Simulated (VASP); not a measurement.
# BaTiO3 (Pm-3m) in VASP: further runs, part 2 of 3

VASP 6.6.1. Earlier steps stand in the parts before.

**3. Relaxation of the atoms, r2SCAN**

This run uses another cell than the first one, of 12.75 Å³/atom.

POSCAR reads:

```
BaTiO3
1.0
    3.9944238000      0.0000000000      0.0000000000
    0.0000000000      3.9944238000      0.0000000000
    0.0000000000      0.0000000000      3.9944238000
Ba Ti O
1 1 3
Direct
    0.5000000000      0.5000000000      0.5000000000
    0.0000000000      0.0000000000      0.0000000000
    0.5000000000      0.0000000000      0.0000000000
    0.0000000000      0.5000000000      0.0000000000
    0.0000000000      0.0000000000      0.5000000000
```

INCAR.step1 reads:

```
PREC = Accurate
ENCUT = 520
ISMEAR = -1
SIGMA = 0.02
LREAL = False
LASPH = True
NELM = 60
GGA = PE
ALGO = Normal
EDIFF = 1E-4
LWAVE = True
LCHARG = False
```

INCAR.step2 reads:

```
PREC = Accurate
ENCUT = 520
EDIFF = 1E-7
ISMEAR = -1
SIGMA = 0.02
LREAL = False
LASPH = True
NELM = 60
ALGO = Normal
ISIF = 2
LWAVE = False
LCHARG = False
METAGGA = R2SCAN
LMIXTAU = True
IBRION = 2
NSW = 50
EDIFFG = -0.01
ISTART = 1
```

KPOINTS reads:

```
Automatic mesh
0
Gamma
  8 8 8
```

Potentials or basis: VASP PAW PBE potentials, release 64 (Ba_sv, Ti_sv, O).

Command:

```sh
cat potpaw_PBE.64/Ba_sv/POTCAR potpaw_PBE.64/Ti_sv/POTCAR potpaw_PBE.64/O/POTCAR > POTCAR
cp INCAR.step1 INCAR
mpirun -np 1 vasp_std > vasp.out
cp INCAR.step2 INCAR
mpirun -np 1 vasp_std > vasp.out
```

OUTCAR:

```text
PREC = Accurate
   ENCUT = 520
   EDIFF = 1E-7
   ISMEAR = -1
   LREAL = False
   LASPH = True
   NELM = 60
   ISIF = 2
   METAGGA = R2SCAN
   IBRION = 2
   NSW = 50
   EDIFFG = -0.01
   ISTART = 1

 ion  position               nearest neighbor table
   1  0.500  0.500  0.500-   3 2.82   4 2.82   5 2.82   3 2.82   4 2.82   3 2.82   5 2.82   3 2.82
                             4 2.82   5 2.82   4 2.82   5 2.82   2 3.46   2 3.46   2 3.46   2 3.46
   2  0.000  0.000  0.000-   3 2.00   4 2.00   5 2.00   5 2.00   4 2.00   3 2.00   1 3.46   1 3.46
                             1 3.46   1 3.46   1 3.46   1 3.46   1 3.46   1 3.46
   3  0.500  0.000  0.000-   2 2.00   2 2.00   1 2.82   1 2.82   1 2.82   1 2.82
   4  0.000  0.500  0.000-   2 2.00   2 2.00   1 2.82   1 2.82   1 2.82   1 2.82
   5  0.000  0.000  0.500-   2 2.00   2 2.00   1 2.82   1 2.82   1 2.82   1 2.82

  LATTYP: Found a simple cubic cell.
 ALAT       =     3.9944238000

  Lattice vectors:

 A1 = (   3.9944238000,   0.0000000000,   0.0000000000)
 A2 = (   0.0000000000,   3.9944238000,   0.0000000000)
 A3 = (   0.0000000000,   0.0000000000,   3.9944238000)

Analysis of symmetry for initial positions (statically):
=====================================================================
 Subroutine PRICEL returns:
 Original cell was already a primitive cell.

 Routine SETGRP: Setting up the symmetry group for a
 simple cubic supercell.

 Subroutine GETGRP returns: Found 48 space group operations
 (whereof 48 operations were pure point group operations)
 out of a pool of 48 trial point group operations.

The static configuration has the point symmetry O_h .

Analysis of symmetry for dynamics (positions and initial velocities):
=====================================================================
 Subroutine PRICEL returns:
 Original cell was already a primitive cell.

 Routine SETGRP: Setting up the symmetry group for a
 simple cubic supercell.

 Subroutine GETGRP returns: Found 48 space group operations
 (whereof 48 operations were pure point group operations)
 out of a pool of 48 trial point group operations.

The dynamic configuration has the point symmetry O_h .

 Subroutine INISYM returns: Found 48 space group operations
 (whereof 48 operations are pure point group operations),
 and found     1 'primitive' translations

----------------------------------------------------------------------------------------

                                     Primitive cell

  volume of cell :      63.7327

  direct lattice vectors                    reciprocal lattice vectors
     3.994423800  0.000000000  0.000000000     0.250348999  0.000000000  0.000000000
     0.000000000  3.994423800  0.000000000     0.000000000  0.250348999  0.000000000
     0.000000000  0.000000000  3.994423800     0.000000000  0.000000000  0.250348999

  length of vectors
     3.994423800  3.994423800  3.994423800     0.250348999  0.250348999  0.250348999

  position of ions in fractional coordinates (direct lattice)
     0.500000000  0.500000000  0.500000000
     0.000000000  0.000000000  0.000000000
     0.500000000  0.000000000  0.000000000
     0.000000000  0.500000000  0.000000000
     0.000000000  0.000000000  0.500000000

  ion indices of the primitive-cell ions
   primitive index   ion index
                 1           1
[... 35 lines left out ...]
  0.250000  0.000000  0.000000      6.000000
  0.375000  0.000000  0.000000      6.000000
  0.500000  0.000000  0.000000      3.000000
  0.125000  0.125000  0.000000     12.000000
[... 16 lines left out ...]
  0.375000  0.375000  0.125000     24.000000
  0.500000  0.375000  0.125000     24.000000
 [... further k-points ...]
   k-points           NKPTS =     35   k-points in BZ     NKDIM =     35   number of bands    NBANDS=     24
   number of dos      NEDOS =    301   number of ions     NIONS =      5
   total plane-waves  NPLWV =  27000
   dimension x,y,z NGX =    30 NGY =   30 NGZ =   30
   dimension x,y,z NGXF=    60 NGYF=   60 NGZF=   60
   ions per type =               1   1   3
   NGX,Y,Z   is equivalent  to a cutoff of  12.49, 12.49, 12.49 a.u.
   NGXF,Y,Z  is equivalent  to a cutoff of  24.97, 24.97, 24.97 a.u.
 SYSTEM =  unknown system
   PREC   = accura    normal or accurate (medium, high low for compatibility)
   ISTART =      1    job   : 0-new  1-cont  2-samecut
   ICHARG =      0    charge: 1-file 2-atom 10-const
   ISPIN  =      1    spin polarized calculation?
   LNONCOLLINEAR =      F non collinear calculations
   LSORBIT =      F    spin-orbit coupling
   LASPH  =      T    aspherical Exc in radial PAW
   ENCUT  =  520.0 eV  38.22 Ry    6.18 a.u.   7.43  7.43  7.43*2*pi/ulx,y,z
   NELM   =     60;   NELMIN=  2; NELMDL=  0     # of ELM steps
   EDIFF  = 0.1E-06   stopping-criterion for ELM
   LREAL  =      F    real-space projection
   EDIFFG = -.1E-01   stopping-criterion for IOM
   NSW    =     50    number of steps for IOM
   IBRION =      2    ionic relax: 0-MD 1-quasi-New 2-CG
   NFREE  =      1    steps in history (QN), initial steepest desc. (CG)
   ISIF   =      2    stress and relaxation
   ISYM   =      2    0-nonsym 1-usesym 2-fastsym
   POTIM  = 0.5000    time-step for ionic-motion
   TEBEG  =    0.0;   TEEND  =   0.0 temperature during run
   PSTRESS=    0.0 pullay stress
   NELECT =      40.0000    total number of electrons
   NUPDOWN=      -1.0000    fix difference up-down
   EMIN   =  10.00;   EMAX   =-10.00  energy-range for DOS
   EFERMI =   0.00;   METHOD = LEGACY
   ISMEAR =    -1;   SIGMA  =   0.02  broadening in eV -4-tet -1-fermi 0-gaus
   EFERMI_NEDOS =   21; number of points for ismear=-14 and -15
   IALGO  =     38    algorithm
   IMIX   =      4    mixing-type and parameters
     AMIX     =   0.40;   BMIX     =  1.00
     AMIX_MAG =   1.60;   BMIX_MAG =  1.00
  volume/ion in A,a.u.               =      12.75        86.02
  Fermi-wavevector in a.u.,A,eV,Ry     =   1.401654  2.648741 26.730451  1.964633
  Thomas-Fermi vector in A             =   2.524493
   LORBIT       =      0    0 simple, 1 ext, 2 COOP (PROOUT), +10 PAW based schemes
   METAGGA = R2SCAN    functional components
   LHFCALC =     F    Hartree Fock is set to
   AEXX    =    0.0000 exact exchange contribution
   IVDW    =     0    specifies the selected vdW correction
   LEPSILON=     F    determine dielectric tensor
   LRPA    =     F    only Hartree local field effects (RPA)
 conjugate gradient relaxation of ions
 non-spin polarized calculation
  energy-cutoff  :      520.00
  volume of cell :       63.73
 maximum number of plane-waves:      1747
 NGX is ok and might be reduce to    30
   NGX = 15   NGY = 15   NGZ = 15

 number of electron      39.9999976 magnetization

 Free energy of the ion-electron system (eV)
  ---------------------------------------------------
  ext. energy  EPLUGINS =         0.00000000
  ---------------------------------------------------
  free energy    TOTEN  =       -74.23073635 eV

  energy without entropy =      -74.23073635  energy(sigma->0) =      -74.23073635

 E-fermi :   3.9690     XC(G=0): -11.9538

 val. band max:        3.5789422916   @ k =   0.5000   0.5000   0.5000
 cond. band min:       5.7280969768   @ k =   0.0000   0.0000   0.0000
 fundamental gap:      2.1491546852
 Fermi energy:         3.9689862811

 k-point     1 :       0.0000    0.0000    0.0000
  band No.  band energies     occupation
      1     -55.2745      2.00000
      2     -30.4362      2.00000
      3     -30.4362      2.00000
      4     -30.4362      2.00000
      5     -21.8783      2.00000
      6     -14.2952      2.00000
[... 637 lines left out ...]
     23       7.8401      0.00000
     24       9.1771      0.00000

 [... further k-points ...]

------------------------ aborting loop because EDIFF is reached ----------------------------------------

  FORCE on cell =-STRESS in cart. coord.  units (eV):
  Direction    XX          YY          ZZ          XY          YZ          ZX
  --------------------------------------------------------------------------------------
  -------------------------------------------------------------------------------------
  Total        0.7717877      0.7717877      0.7717877     -0.0000000     -0.0000000      0.0000000
  in kB       19.4019787     19.4019787     19.4019787     -0.0000000     -0.0000000      0.0000000
  external PRESSURE =      19.4019787 kB  Pullay stress =       0.0000000 kB

 VOLUME and BASIS-vectors are now :
 -----------------------------------------------------------------------------
  energy-cutoff  :      520.00
  volume of cell :       63.73
      direct lattice vectors                 reciprocal lattice vectors
     3.994423800  0.000000000  0.000000000     0.250348999  0.000000000  0.000000000
     0.000000000  3.994423800  0.000000000     0.000000000  0.250348999  0.000000000
     0.000000000  0.000000000  3.994423800     0.000000000  0.000000000  0.250348999

 POSITION                                       TOTAL-FORCE (eV/Angst)
 -----------------------------------------------------------------------------------
      1.99721      1.99721      1.99721         0.000000      0.000000      0.000000
      0.00000      0.00000      0.00000         0.000000      0.000000      0.000000
      1.99721      0.00000      0.00000         0.000000      0.000000      0.000000
      0.00000      1.99721      0.00000         0.000000      0.000000      0.000000
      0.00000      0.00000      1.99721         0.000000      0.000000      0.000000
 -----------------------------------------------------------------------------------
    total drift:                                0.000000     -0.000000      0.000000

  FREE ENERGIE OF THE ION-ELECTRON SYSTEM (eV)
  ---------------------------------------------------
  free  energy   TOTEN  =       -74.2307363502 eV

  energy  without entropy=      -74.2307363502  energy(sigma->0) =      -74.23073635

 reached required accuracy - stopping structural energy minimisation
```

Run time: 4.6 min. Hardware: 1 thread of Oxide Virtual Turin-like, shared host; peak memory 0.18 GiB.

Results:

```yaml
Free_energy: -74.2307 eV
Pressure_after_relaxing: 1.9 GPa
Band_gap_on_the_k_mesh: 2.15 eV (least direct gap 2.30 eV)
```

Final structure:
```xyz
5
Lattice="3.9944 0.0000 0.0000 0.0000 3.9944 0.0000 0.0000 0.0000 3.9944" Properties=species:S:1:pos:R:3 pbc="T T T"
Ba    1.9972    1.9972    1.9972
Ti    0.0000    0.0000    0.0000
O     1.9972    0.0000    0.0000
O     0.0000    1.9972    0.0000
O     0.0000    0.0000    1.9972
```

Levels at points of the mesh, in eV from the valence-band top:
```csv
k point,band 17,band 18,band 19,band 20,band 21,band 22,band 23,band 24
"(0.00, 0.00, 0.00)",-1.13,-0.15,-0.15,-0.15,2.15,2.15,2.15,4.21
"(0.50, 0.00, 0.00)",-1.83,-1.83,-0.75,-0.75,2.30,3.88,3.88,4.22
"(0.50, 0.50, 0.00)",-1.78,-0.88,-0.88,-0.09,3.89,3.89,4.34,5.14
"(0.50, 0.50, 0.50)",-2.42,0.00,0.00,0.00,4.58,4.58,4.58,7.44
```

Caveat: the relaxation stopped at its first step, so nothing moved; the PAW data sets were made with another functional, which shifts forces and pressure a little; spin-orbit coupling is left out, which moves the levels of the heavy elements.

[end of part 2 of 3]
